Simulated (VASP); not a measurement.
Runs of VASP 6.6.1 on KZnF3. The structure is that of space group P4/mmm (No. 123), or close to it. The cells are those of the table. 

| cell | gap on the mesh (eV) | pressure (GPa) |
| --- | --- | --- |
| a = 4.400, b = 4.400, c = 3.432 Å, 5 atoms | 4.25 | (a) |
| a = 4.275, b = 4.275, c = 3.634 Å, 5 atoms | 4.25 | 3.6 |
| a = 3.923, b = 3.923, c = 4.316 Å, 5 atoms | 4.29 | 1.3 |
| a = 3.711, b = 3.711, c = 4.824 Å, 5 atoms | (c) | 8.6 |
| a = 3.811, b = 3.811, c = 4.573 Å, 5 atoms | 4.04 | (b) |

Alike in all rows: task single point; level r2SCAN; potentials or basis VASP PAW PBE potentials, release 64 (K_sv, Zn, F); no spin polarisation; k mesh 6 × 6 × 6; cutoff (eV) 520; smearing gaussian 0.05 eV.

Estimate the missing entries.

(a) 8.7; (b) 4.2; (c) 3.77.

Caveats: the PAW data sets were made with another functional, which shifts forces and pressure a little; the stress differs along the axes, from -4 to 34 GPa (at least some runs); the stress differs along the axes, from -3 to 17 GPa (at least some runs); the stress differs along the axes, from -4 to 4 GPa (at least some runs); the stress differs along the axes, from -7 to 16 GPa (at least some runs); the stress differs along the axes, from -6 to 9 GPa (at least some runs).

A k mesh can miss the band edges.
